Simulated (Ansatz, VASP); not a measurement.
Li2S: VASP beside Ansatz

```xyz
3
Lattice="0.0000 2.8453 2.8453 2.8453 0.0000 2.8453 2.8453 2.8453 0.0000" Properties=species:S:1:pos:R:3 pbc="T T T"
S     0.0000    0.0000    0.0000
Li    1.4226    1.4226    1.4226
Li    4.2679    4.2679    4.2679
```

Alike in both runs: task single point; functional r2SCAN; k mesh 8 × 8 × 8; no spin polarisation.

|  | VASP | Ansatz |
| --- | --- | --- |
| version | VASP 6.6.1 | Ansatz 0.2.0 |
| potentials or method | VASP PAW PBE potentials, release 64 (S, Li_sv) | plane waves, PAW |
| plane-wave cutoff (eV) | 830 | 500 |
| occupations | gaussian, width 0.01 eV | fixed |
| valence electrons in the cell | 12 | 12 |

VASP gave:

- gap on the k mesh at the Fermi level (eV): 3.86
- pressure (GPa): -0.2

Which values does Ansatz return?

gap on the k mesh at the Fermi level (eV): 3.87; pressure (GPa): 0.0.

VASP's potentials were made for PBE, not for r2SCAN.
